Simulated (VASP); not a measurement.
Input of a VASP 6.6.1 run:

The input INCAR:

```
PREC = Accurate ; ENCUT = 600
EDIFF = 1E-6 ; ISMEAR = -1
SIGMA = 0.05 ; LREAL = F
LASPH = T ; NELM = 100
ALGO = Normal ; ISIF = 3
LWAVE = F ; LCHARG = F
GGA = PS ; IBRION = 2
NSW = 60 ; EDIFFG = -0.01
PSTRESS = 200.0
```

The input KPOINTS:

```
regular mesh
0
Gamma
  7 7 7
```

The input POSCAR:

```
SnTe
1.0
    0.0000000000      3.6111460000      3.6111460000
    3.6111460000      0.0000000000      3.6111460000
    3.6111460000      3.6111460000      0.0000000000
Te Sn
1 1
Direct
    0.2500000000      0.2500000000      0.2500000000
    0.0000000000      0.0000000000      0.0000000000
```

Potentials or basis: VASP PAW PBE potentials, release 64 (Te, Sn_d).

Command:

```console
$ cat potpaw_PBE.64/Te/POTCAR potpaw_PBE.64/Sn_d/POTCAR > POTCAR
$ mpirun -np 1 vasp_std > vasp.out
```

Question: What does it give for the relaxed cell?

Answer: a = 4.431 Å, b = 4.431 Å, c = 4.431 Å, α = 60.00°, β = 60.00°, γ = 60.00°.

Question: Predict the band gap on the k mesh.

Answer: Zero (bands 10 and 11 overlap by 0.88 eV).

Question: Predict the relaxed volume.

Answer: 30.77 Å³/atom.

Question: What does it give for the space group after relaxing (to 0.1 Å)?

Answer: F-43m (No. 216).

Step by step:
```tsv
step	energy change (eV)	largest force (eV/Å)	pressure (GPa)	volume (Å³)
1	0.0000	0.0000	-1.38	94.18
2	16.1093	0.0000	234.36	31.87
3	0.8168	0.0000	14.76	65.39
4	1.0143	0.0000	17.27	63.41
5	1.2387	0.0000	20.06	61.49
6	1.1694	0.0000	19.23	62.05
7	1.1727	0.0000	19.29	62.02
8	1.1828	0.0000	19.41	61.94
9	1.1830	0.0000	19.39	61.94
10	1.1835	0.0000	19.38	61.93
11	1.1845	0.0000	19.42	61.93
12	1.1865	0.0000	19.45	61.91
13	1.1906	0.0000	19.51	61.88
14	1.1987	0.0000	19.60	61.81
15	1.2150	0.0000	19.78	61.68
16	1.2481	0.0000	20.19	61.41
17	1.2325	0.0000	20.01	61.54
```

Caveat: the cell is relaxed towards a set pressure, so the run minimises the enthalpy, not the energy; the volume moved by over 15 % at a fixed basis, so the end points are rough; the PAW data sets were made with another functional, which shifts forces and pressure a little; spin-orbit coupling is left out, which moves the levels of the heavy elements.
